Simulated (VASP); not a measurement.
The system is MoS2, a slab with vacuum.

```
Mo S
1.0
     3.18372    0.00000    0.00000
    -1.59186    2.75718    0.00000
     0.00000    0.00000   34.47924
Mo S
4 8
Cartesian
  0.0000 1.8381 3.2257
  0.0000 1.8381 24.8562
  1.5919 0.9191 9.6231
  1.5919 0.9191 31.2535
  1.5919 0.9191 1.6738
  1.5919 0.9191 23.3049
  0.0000 1.8381 8.0712
  0.0000 1.8381 29.7015
  1.5919 0.9191 4.7777
  1.5919 0.9191 26.4080
  0.0000 1.8381 11.1743
  0.0000 1.8381 32.8054
```

Base run:

| Property | Result |
| --- | --- |
| Program | VASP 6.6.1 |
| Functional | PBEsol |
| Potentials or basis | VASP PAW PBE potentials, release 64 (Mo_sv, S) |
| Cutoff | 520 eV |
| k mesh | 10 × 10 × 1 |
| Occupations | fermi-dirac, width 0.05 eV |
| Spin | no spin polarisation |

Its results: band gap on the k mesh 1.23 eV (least direct gap 1.88 eV); largest force 0.145 eV/Å.

Q: The run is repeated on the same cell with these changes: functional from PBEsol to r2SCAN. What comes out?

A: Band gap on the k mesh 1.33 eV (least direct gap 1.99 eV); largest force 0.024 eV/Å.

Caveats: the PAW data sets were made with another functional, which shifts forces and pressure a little.

A k mesh can miss the band edges.
